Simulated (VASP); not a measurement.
# Cr in VASP: notebook

The runs below take Cr through single point, with RPBE.

All numbers are computed with VASP 6.6.1; they aren't measurements. Logs are shortened: lines on timing, memory, paths and dates and some standing lists are left out, and cuts for length are marked.

### 1 The cell of the first run

The typed cell holds 2 atoms: a = 2.630 Å, b = 2.630 Å, c = 4.048 Å, α = 97.18°, β = 97.18°, γ = 127.96°.

### 2 Single point, RPBE, collinear spin, ferromagnetic start (10.58 Å³/atom)

INCAR

```
  PREC = Accurate
  ENCUT = 500
  EDIFF = 1E-6
  ISMEAR = -1
  SIGMA = 0.05
  LREAL = F
  LASPH = T
  NELM = 200
  ALGO = Normal
  ISIF = 2
  LWAVE = F
  LCHARG = F
  ISPIN = 2
  MAGMOM = 1.5 1.5
  LORBIT = 11
  LMAXMIX = 4
  GGA = RP
  NBANDS = 23
  GGA_COMPAT = F
```

KPOINTS

```
Automatic mesh
0
Gamma
  17 17 9
```

POSCAR

```
Cr
1.0
   -1.6709031408      1.6708365929      1.1536167243
    1.6708365929     -1.6709031408      1.1536167243
    2.7434974586      2.7434974586     -1.1537386068
Cr
2
Direct
    0.9999791680      0.0000208320      0.0000000000
    0.7500208320      0.2499791680      0.5000000000
```

Potentials or basis: VASP PAW PBE potentials, release 64 (Cr_pv).

On the command line:

```
cat potpaw_PBE.64/Cr_pv/POTCAR > POTCAR
mpirun -np 1 vasp_std > vasp.out
```

OUTCAR:

```text
PREC = Accurate
   ENCUT = 500
   EDIFF = 1E-6
   ISMEAR = -1
   LREAL = F
   LASPH = T
   NELM = 200
   ISIF = 2
   ISPIN = 2
   LORBIT = 11
   GGA = RP

 ion  position               nearest neighbor table
   1  1.000  0.000  0.000-   2 2.34   2 2.34   2 2.34   2 2.34   2 2.86   2 2.86   2 2.86   2 2.86

   2  0.750  0.250  0.500-   1 2.34   1 2.34   1 2.34   1 2.34   1 2.86   1 2.86   1 2.86   1 2.86

  Warning from LATTYP: Got some problem with cell dimensions!
  Tried to take original basis but could not verify dimensions!
  LATTYP: Found a base centered monoclinic cell.
 ALAT       =     2.3072334505
 B/A-ratio  =     2.0483118656
 C/A-ratio  =     1.7543254698
 COS(beta)  =    -0.2849406163

  Lattice vectors:

 A1 = (   1.6709031408,  -1.6708365929,  -1.1536167243)
 A2 = (  -1.6708365929,   1.6709031408,  -1.1536167243)
 A3 = (   2.7434309107,   2.7434309107,   1.1534948418)

Analysis of symmetry for initial positions (statically):
=====================================================================
 Subroutine PRICEL returns:
 Original cell was already a primitive cell.

 Routine SETGRP: Setting up the symmetry group for a
 base centered monoclinic supercell.

 Subroutine GETGRP returns: Found  4 space group operations
 (whereof  2 operations were pure point group operations)
 out of a pool of  4 trial point group operations.

The static configuration has the point symmetry C_2 .
 The point group associated with its full space group is C_2h.

Analysis of symmetry for dynamics (positions and initial velocities):
=====================================================================
 Subroutine PRICEL returns:
 Original cell was already a primitive cell.

 Routine SETGRP: Setting up the symmetry group for a
 base centered monoclinic supercell.

 Subroutine GETGRP returns: Found  4 space group operations
 (whereof  2 operations were pure point group operations)
 out of a pool of  4 trial point group operations.

The dynamic configuration has the point symmetry C_2 .
 The point group associated with its full space group is C_2h.

Analysis of structural, dynamic, and magnetic symmetry:
=====================================================================
 Subroutine PRICEL returns:
 Original cell was already a primitive cell.

 Routine SETGRP: Setting up the symmetry group for a
 base centered monoclinic supercell.

 Subroutine GETGRP returns: Found  4 space group operations
 (whereof  2 operations were pure point group operations)
 out of a pool of  4 trial point group operations.

The overall configuration has the point symmetry C_2 .
 The point group associated with its full space group is C_2h.

 Subroutine INISYM returns: Found  4 space group operations
 (whereof  2 operations are pure point group operations),
 and found     1 'primitive' translations

----------------------------------------------------------------------------------------

                                     Primitive cell

  volume of cell :      21.1526

  direct lattice vectors                    reciprocal lattice vectors
    -1.670903141  1.670836593  1.153616724    -0.058487370  0.240757957  0.433424771
     1.670836593 -1.670903141  1.153616724     0.240757957 -0.058487370  0.433424771
     2.743497459  2.743497459 -1.153738607     0.182251332  0.182251332  0.000010513

  length of vectors
     2.629532995  2.629532995  4.047798091     0.499241624  0.499241624  0.257742305

  position of ions in fractional coordinates (direct lattice)
     0.999979168  0.000020832  0.000000000
     0.750020832  0.249979168  0.500000000

  ion indices of the primitive-cell ions
   primitive index   ion index
                 1           1
                 2           2

----------------------------------------------------------------------------------------

 KPOINTS: Automatic mesh

Automatic generation of k-mesh.
 Grid dimensions read from file:
 generate k-points for:   17   17    9

 Generating k-lattice:

  Cartesian coordinates                     Fractional coordinates (reciprocal lattice)
    -0.003440434  0.014162233  0.025495575     0.058823529  0.000000000 -0.000000000
     0.014162233 -0.003440434  0.025495575     0.000000000  0.058823529 -0.000000000
     0.020250148  0.020250148  0.000001168     0.000000000  0.000000000  0.111111111

  Length of vectors
     0.029367154  0.029367154  0.028638034

  Shift w.r.t. Gamma in fractional coordinates (k-lattice)
     0.000000000  0.000000000  0.000000000

 Subroutine IBZKPT returns following result:
 ===========================================

 Found    693 irreducible k-points:

 Following reciprocal coordinates:
            Coordinates               Weight
  0.000000  0.000000  0.000000      1.000000
  0.058824 -0.000000  0.000000      4.000000
  0.117647 -0.000000 -0.000000      4.000000
  0.176471 -0.000000 -0.000000      4.000000
  0.235294 -0.000000 -0.000000      4.000000
  0.294118  0.000000 -0.000000      4.000000
[... 16 lines left out ...]
 -0.176471  0.058824  0.000000      4.000000
 -0.117647  0.058824 -0.000000      4.000000
 [... further k-points ...]
   k-points           NKPTS =    693   k-points in BZ     NKDIM =    693   number of bands    NBANDS=     23
   number of dos      NEDOS =    301   number of ions     NIONS =      2
   total plane-waves  NPLWV =  12000
   dimension x,y,z NGX =    20 NGY =   20 NGZ =   30
   dimension x,y,z NGXF=    40 NGYF=   40 NGZF=   60
   ions per type =               2
   NGX,Y,Z   is equivalent  to a cutoff of  12.64, 12.64, 12.32 a.u.
   NGXF,Y,Z  is equivalent  to a cutoff of  25.29, 25.29, 24.64 a.u.
 SYSTEM =  unknown system
   PREC   = accura    normal or accurate (medium, high low for compatibility)
   ISTART =      0    job   : 0-new  1-cont  2-samecut
   ICHARG =      2    charge: 1-file 2-atom 10-const
   ISPIN  =      2    spin polarized calculation?
   LNONCOLLINEAR =      F non collinear calculations
   LSORBIT =      F    spin-orbit coupling
   LASPH  =      T    aspherical Exc in radial PAW
   ENCUT  =  500.0 eV  36.75 Ry    6.06 a.u.   4.79  4.79  7.38*2*pi/ulx,y,z
   NELM   =    200;   NELMIN=  2; NELMDL= -5     # of ELM steps
   EDIFF  = 0.1E-05   stopping-criterion for ELM
   LREAL  =      F    real-space projection
   EDIFFG = 0.1E-04   stopping-criterion for IOM
   NSW    =      0    number of steps for IOM
   IBRION =     -1    ionic relax: 0-MD 1-quasi-New 2-CG
   NFREE  =      0    steps in history (QN), initial steepest desc. (CG)
   ISIF   =      2    stress and relaxation
   ISYM   =      2    0-nonsym 1-usesym 2-fastsym
   POTIM  = 0.5000    time-step for ionic-motion
   TEBEG  =    0.0;   TEEND  =   0.0 temperature during run
   PSTRESS=    0.0 pullay stress
   NELECT =      24.0000    total number of electrons
   NUPDOWN=      -1.0000    fix difference up-down
   EMIN   =  10.00;   EMAX   =-10.00  energy-range for DOS
   EFERMI =   0.00;   METHOD = LEGACY
   ISMEAR =    -1;   SIGMA  =   0.05  broadening in eV -4-tet -1-fermi 0-gaus
   EFERMI_NEDOS =   21; number of points for ismear=-14 and -15
   IALGO  =     38    algorithm
   IMIX   =      4    mixing-type and parameters
     AMIX     =   0.40;   BMIX     =  1.00
     AMIX_MAG =   1.60;   BMIX_MAG =  1.00
  volume/ion in A,a.u.               =      10.58        71.37
  Fermi-wavevector in a.u.,A,eV,Ry     =   1.707487  3.226683 39.667951  2.915512
  Thomas-Fermi vector in A             =   2.786330
   LORBIT       =     11    0 simple, 1 ext, 2 COOP (PROOUT), +10 PAW based schemes
   GGA     = RP    functional components
   LHFCALC =     F    Hartree Fock is set to
   AEXX    =    0.0000 exact exchange contribution
   IVDW    =     0    specifies the selected vdW correction
   LEPSILON=     F    determine dielectric tensor
   LRPA    =     F    only Hartree local field effects (RPA)
 spin polarized calculation
  energy-cutoff  :      500.00
  volume of cell :       21.15
 maximum number of plane-waves:       552
   NGX =  9   NGY =  9   NGZ = 15

 number of electron      24.0000001 magnetization       0.0000700

 number of electron      24.0000001 magnetization      -0.0000624

 Free energy of the ion-electron system (eV)
  ---------------------------------------------------
  ext. energy  EPLUGINS =         0.00000000
  ---------------------------------------------------
  free energy    TOTEN  =       -17.29613035 eV

  energy without entropy =      -17.28356618  energy(sigma->0) =      -17.28984827

 E-fermi :  12.2431     XC(G=0): -14.0584

 val. band max:       12.2426542578   @ k =  -0.0588  -0.0000   0.4444
 cond. band min:      12.2440339532   @ k =   0.4118   0.1765   0.3333
 fundamental gap:      0.0013796954
 Fermi energy:        12.2430992812

 spin component 1

 k-point     1 :       0.0000    0.0000    0.0000
  band No.  band energies     occupation
      1     -31.4558      1.00000
      2     -30.6367      1.00000
      3     -30.2866      1.00000
      4     -30.1573      1.00000
      5     -30.1511      1.00000
      6     -30.0726      1.00000
[... 15 lines left out ...]
     22      29.4780      0.00000
     23      34.2417      0.00000
[... 575 lines left out ...]
      1     -31.4149      1.00000
      2     -30.6717      1.00000
      3     -30.3429      1.00000
      4     -30.2137      1.00000
      5     -30.1936      1.00000
      6     -30.0804      1.00000
[... 15 lines left out ...]
     22      28.8322      0.00000
     23      33.8602      0.00000

 [... further k-points ...]

 spin component 2

 k-point     1 :       0.0000    0.0000    0.0000
  band No.  band energies     occupation
      1     -31.4558      1.00000
      2     -30.6367      1.00000
      3     -30.2866      1.00000
      4     -30.1573      1.00000
      5     -30.1511      1.00000
      6     -30.0726      1.00000
[... 15 lines left out ...]
     22      29.4779      0.00000
     23      34.2416      0.00000
[... 575 lines left out ...]
      1     -31.4150      1.00000
      2     -30.6717      1.00000
      3     -30.3429      1.00000
      4     -30.2137      1.00000
      5     -30.1935      1.00000
      6     -30.0804      1.00000
[... 15 lines left out ...]
     22      28.8321      0.00000
     23      33.8601      0.00000

 [... further k-points ...]

------------------------ aborting loop because EDIFF is reached ----------------------------------------

  FORCE on cell =-STRESS in cart. coord.  units (eV):
  Direction    XX          YY          ZZ          XY          YZ          ZX
  --------------------------------------------------------------------------------------
  -------------------------------------------------------------------------------------
  Total        4.9965327      4.9965327      4.9558561      0.1027112     -0.0001102     -0.0001102
  in kB      378.4564047    378.4564047    375.3754047      7.7797403     -0.0083453     -0.0083455
  external PRESSURE =     377.4294047 kB  Pullay stress =       0.0000000 kB

 VOLUME and BASIS-vectors are now :
 -----------------------------------------------------------------------------
  energy-cutoff  :      500.00
  volume of cell :       21.15
      direct lattice vectors                 reciprocal lattice vectors
    -1.670903141  1.670836593  1.153616724    -0.058487370  0.240757957  0.433424771
     1.670836593 -1.670903141  1.153616724     0.240757957 -0.058487370  0.433424771
     2.743497459  2.743497459 -1.153738607     0.182251332  0.182251332  0.000010513

 POSITION                                       TOTAL-FORCE (eV/Angst)
 -----------------------------------------------------------------------------------
     -1.67083      1.67077      1.15362         0.000891     -0.000891     -0.000000
      0.53621      2.20722      0.57675        -0.000891      0.000891      0.000000
 -----------------------------------------------------------------------------------
    total drift:                                0.000000      0.000000      0.000000

  FREE ENERGIE OF THE ION-ELECTRON SYSTEM (eV)
  ---------------------------------------------------
  free  energy   TOTEN  =       -17.2961303487 eV

  energy  without entropy=      -17.2835661844  energy(sigma->0) =      -17.28984827

 total charge

# of ion       s       p       d       tot
------------------------------------------
    1        0.496   6.454   4.367  11.317
    2        0.496   6.454   4.367  11.317
--------------------------------------------------
tot          0.991  12.908   8.735  22.634

 magnetization (x)

# of ion       s       p       d       tot
------------------------------------------
    1       -0.000  -0.000  -0.000  -0.000
    2       -0.000  -0.000  -0.000  -0.000
--------------------------------------------------
tot         -0.000  -0.000  -0.000  -0.000
```

Wall time 13 min (1 thread of Intel Xeon 8259CL, shared host); peak memory 0.5 GiB.

Results:

| Quantity | Value |
| --- | --- |
| Free energy | -17.2961 eV |
| Pressure | 37.7 GPa |
| Band gap on the k mesh | zero (filled and empty bands overlap) |
| Net moment | 0.00 μB per cell |
| Valence electrons inside the program's atomic spheres | Cr 11.32 |

Levels at points of the mesh, in eV from the Fermi level:
Spin up:
| k point | band 8 | band 9 | band 10 | band 11 | band 12 | band 13 | band 14 | band 15 | band 16 | band 17 |
| --- | --- | --- | --- | --- | --- | --- | --- | --- | --- | --- |
| (0.00, 0.00, 0.00) | -4.63 | -1.96 | -1.75 | -0.89 | 0.47 | 0.81 | 0.82 | 1.74 | 1.75 | 1.79 |
Spin down:
```tsv
k point	band 9	band 10	band 11	band 12	band 13	band 14	band 15	band 16
(0.00, 0.00, 0.00)	-1.96	-1.75	-0.89	0.47	0.81	0.82	1.74	1.75
```

Caveat: the cell stands under pressure; the PAW data sets were made with another functional, which shifts forces and pressure a little.

### 3 Single point, RPBE (10.58 Å³/atom)

INCAR

```
PREC = Accurate
ENCUT = 520
EDIFF = 1E-6
ISMEAR = -1
SIGMA = 0.1
LREAL = False
LASPH = True
NELM = 60
ALGO = Normal
ISIF = 2
LWAVE = False
LCHARG = True
GGA = RP
LELF = True
LVHAR = True
NBANDS = 19
```

KPOINTS is that of step 2.

POSCAR

```
Cr
1.0
   -1.6700321513      1.6700242904      1.1538184767
    1.6700242904     -1.6700321513      1.1538184767
    2.7456182154      2.7456182154     -1.1538328739
Cr
2
Direct
    0.9999952104      0.0000047896      1.0000000000
    0.7500047896      0.2499952104      0.5000000000
```

Potentials or basis: VASP PAW PBE potentials, release 64 (Cr_pv).

On the command line:

```
cat potpaw_PBE.64/Cr_pv/POTCAR > POTCAR
mpirun -np 1 vasp_std > vasp.out
```

It took 3.6 min on 1 thread of Intel Xeon Platinum 8488C (Sapphire Rapids), shared host; peak memory 0.32 GiB.

The run converged. Its results:

```
Free energy            : -17.3189 eV
Pressure               : 37.9 GPa
Band gap on the k mesh : zero (bands 12 and 13 overlap by 1.09 eV)
```

Stress tensor (GPa, compression positive):
```
38.07  0.68  0.00
 0.68 38.07  0.00
 0.00  0.00 37.60
```

Levels at points of the mesh, in eV from the Fermi level:
| k point | band 8 | band 9 | band 10 | band 11 | band 12 | band 13 | band 14 | band 15 | band 16 | band 17 |
| --- | --- | --- | --- | --- | --- | --- | --- | --- | --- | --- |
| (0.00, 0.00, 0.00) | -4.63 | -1.96 | -1.75 | -0.88 | 0.46 | 0.80 | 0.81 | 1.72 | 1.74 | 1.78 |

Caveat: the cell stands under pressure; the PAW data sets were made with another functional, which shifts forces and pressure a little; the run has no spin polarisation, though such a crystal can be magnetic.

### 4 Single point, RPBE (12.50 Å³/atom)

This run uses another cell than the first one, of 12.50 Å³/atom.

INCAR

```
SYSTEM = Cr
ALGO = Normal
EDIFF = 1E-6
ENCUT = 520
GGA = RP
ISIF = 2
ISMEAR = -1
LASPH = .True.
LCHARG = .False.
LREAL = .False.
LWAVE = .False.
NBANDS = 19
NELM = 60
PREC = Accurate
SIGMA = 0.1
```

KPOINTS

```
k-points
0
Gamma
  17 17 9
  0 0 0
```

POSCAR

```
Cr
1.0
   -1.7656653239      1.7656570129      1.2198910498
    1.7656570129     -1.7656653239      1.2198910498
    2.9028440392      2.9028440392     -1.2199062716
Cr
2
Direct
    0.9999952104      0.0000047896      1.0000000000
    0.7500047896      0.2499952104      0.5000000000
```

On the command line:

```
cat potpaw_PBE.64/Cr_pv/POTCAR > POTCAR
mpirun -np 1 vasp_std > vasp.out
```

Run time: 4.3 min. Hardware: 1 thread of Intel Xeon Platinum 8488C (Sapphire Rapids), shared host; peak memory 0.37 GiB.

The run converged. Its results:

```yaml
Free_energy: -17.5949 eV
Pressure: -8.6 GPa
Band_gap_on_the_k_mesh: zero (bands 12 and 13 overlap by 0.68 eV)
```

Stress tensor (GPa, compression positive):
```
-8.67 -0.29  0.00
-0.29 -8.67  0.00
 0.00  0.00 -8.50
```

Levels at points of the mesh, in eV from the Fermi level:
| k point | band 9 | band 10 | band 11 | band 12 | band 13 | band 14 | band 15 | band 16 |
| --- | --- | --- | --- | --- | --- | --- | --- | --- |
| (0.00, 0.00, 0.00) | -1.56 | -1.38 | -0.67 | 0.42 | 0.70 | 0.70 | 1.24 | 1.43 |

Caveat: the cell stands under tension; the PAW data sets were made with another functional, which shifts forces and pressure a little; the run has no spin polarisation, though such a crystal can be magnetic.
